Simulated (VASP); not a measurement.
Set up this calculation in VASP 6.6.1, as the native input.

```
Task                   : single point
Functional             : PBE
Potentials or basis    : VASP PAW PBE potentials, release 64 (Li_sv, Se)
Cutoff                 : 520 eV
k mesh                 : 12 × 12 × 12
Occupations            : gaussian, width 0.1 eV
Spin                   : no spin polarisation
Dipole correction      : no
Further INCAR settings : ALGO = Normal; EDIFF = 1e-06; NBANDS = 18
```

The structure of Li3Se2 lies in POSCAR:

```
Li3Se2
1.0
    2.1447914700      1.2382959326      5.9208292141
   -2.1447914700      1.2382959326      5.9208292141
    0.0000000000     -2.4765918651      5.9208292141
Li Se
3 2
Direct
    0.0000000000      0.0000000000      0.0000000000
    0.2409969427      0.2409969427      0.2409969427
    0.7590030573      0.7590030573      0.7590030573
    0.4140227665      0.4140227665      0.4140227665
    0.5859772335      0.5859772335      0.5859772335
```

These files were run (other wordings do the same):

INCAR

```
SYSTEM = Li3Se2
ALGO     = Normal         ! electronic algorithm
EDIFF    = 1E-6           ! SCF threshold, eV
ENCUT    = 520            ! plane-wave cutoff, eV
GGA      = PE             ! functional
ISIF     = 2              ! what is computed and relaxed
ISMEAR   = 0              ! smearing method
LASPH    = .TRUE.         ! aspherical terms in the spheres
LCHARG   = .FALSE.        ! write CHGCAR
LREAL    = .FALSE.        ! projectors in reciprocal space
LWAVE    = .FALSE.        ! write WAVECAR
NBANDS   = 18             ! bands
NELM     = 60             ! most SCF steps
PREC     = Accurate       ! precision mode
SIGMA    = 0.1            ! smearing width, eV
```

KPOINTS

```
k-points
0
G
  12 12 12
  0 0 0
```

Potentials or basis: VASP PAW PBE potentials, release 64 (Li_sv, Se).

Launch:

```sh
$ cat potpaw_PBE.64/Li_sv/POTCAR potpaw_PBE.64/Se/POTCAR > POTCAR
$ mpirun -np 1 vasp_std > vasp.out
```

It gave:

```json
{
  "Band gap on the k mesh": "zero (an odd number of electrons rules out a gap without spin polarisation)"
}
```

Wall time 14 min on 1 thread of Intel Xeon 8259CL, with other jobs on the host, peak memory 0.51 GiB.
